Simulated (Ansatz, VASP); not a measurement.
# ZnS: VASP beside Ansatz

Contents of POSCAR:

```
ZnS
1.0
    0.0000000000      2.7452197500      2.7452197500
    2.7452197500      0.0000000000      2.7452197500
    2.7452197500      2.7452197500      0.0000000000
Zn S
1 1
Direct
    0.0000000000      0.0000000000      0.0000000000
    0.7500000000      0.7500000000      0.7500000000
```

File INCAR.step1:

```
PREC = Accurate
ENCUT = 520
ISMEAR = 0
SIGMA = 0.05
LREAL = False
LASPH = True
NELM = 80
NBANDS = 16
GGA = PE
ALGO = Normal
EDIFF = 1E-4
LWAVE = True
LCHARG = False
```

Contents of INCAR.step2:

```
PREC = Accurate
ENCUT = 520
EDIFF = 1E-6
ISMEAR = 0
SIGMA = 0.05
LREAL = False
LASPH = True
NELM = 80
ALGO = Normal
ISIF = 2
LWAVE = False
LCHARG = False
METAGGA = R2SCAN
LMIXTAU = True
NBANDS = 16
ISTART = 1
```

Contents of KPOINTS:

```
regular mesh
0
Gamma
  8 8 8
```

Input for Ansatz:

```yaml
crystal:
  lattice:
    - [0.0, 2.74521975, 2.74521975]
    - [2.74521975, 0.0, 2.74521975]
    - [2.74521975, 2.74521975, 0.0]
  atoms:
    - { symbol: Zn, position: [0.0, 0.0, 0.0] }
    - { symbol: S, position: [0.75, 0.75, 0.75] }
basis:
  ecutwfc: 500
kpoints:
  mp_grid: { grid: [8, 8, 8] }
hamiltonian:
  xc: r2scan
scf:
  occupations: { method: gaussian, width: 0.05 }
output:
  forces: true
  stress: true
  eigenvalues: true
```

Change from the starting cell: strain +0.015 along x and y, +0.015 along z, atoms carried along.

Alike in both runs: task single point; functional r2SCAN; k mesh 8 × 8 × 8; occupations gaussian, width 0.05 eV; no spin polarisation.

|  | VASP | Ansatz |
| --- | --- | --- |
| version | VASP 6.6.1 | Ansatz 0.2.0 |
| potentials or method | VASP PAW PBE potentials, release 64 (Zn, S), cutoff 520 eV | scalar-relativistic, plane waves, PAW |
| valence electrons in the cell | 18 | 18 |

```tsv
	VASP	Ansatz	Ansatz less VASP
gap on the k mesh at the Fermi level (eV)	2.46	2.45	-0.006
least direct gap on the mesh (eV)	2.46	2.45	-0.006
pressure (GPa)	-3.9	-3.9	-0.03
```

VASP's potentials were made for PBE, not for r2SCAN.
